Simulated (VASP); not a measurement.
A run of VASP 6.6.1:

INCAR

```
ALGO = Fast
EDIFF = 1E-7
EDIFFG = -0.01
ENCUT = 600
GGA = PE
IBRION = 2
ISIF = 3
ISMEAR = 0
LASPH = True
LCHARG = False
LREAL = False
LWAVE = False
NELM = 60
NSW = 100
PREC = Accurate
SIGMA = 0.1
```

Contents of KPOINTS:

```
k-points
0
Gamma
  8 8 8
```

Contents of POSCAR:

```
K
1.0
   -4.0843522228      4.0843522228      4.0843522228
    4.0843522228     -4.0843522228      4.0843522228
    4.0843522228      4.0843522228     -4.0843522228
K
3
Direct
    0.0000000000      0.5000000000      0.5000000000
    0.5000000000      0.0000000000      0.5000000000
    0.5000000000      0.5000000000      0.0000000000
```

Potentials or basis: VASP PAW PBE potentials, release 64 (K_sv).

The run is started by

```console
$ cat potpaw_PBE.64/K_sv/POTCAR > POTCAR
$ mpirun -np 1 vasp_std > vasp.out
```

Hardware: 1 thread of Oxide Virtual Turin-like Processor, on a shared host.

Estimate the wall time of this run.

Run time: 33 min on 1 thread of Oxide Virtual Turin-like Processor (shared host), peak memory 0.55 GiB. Counts: scf iterations 84, k points 29, ion steps 5.
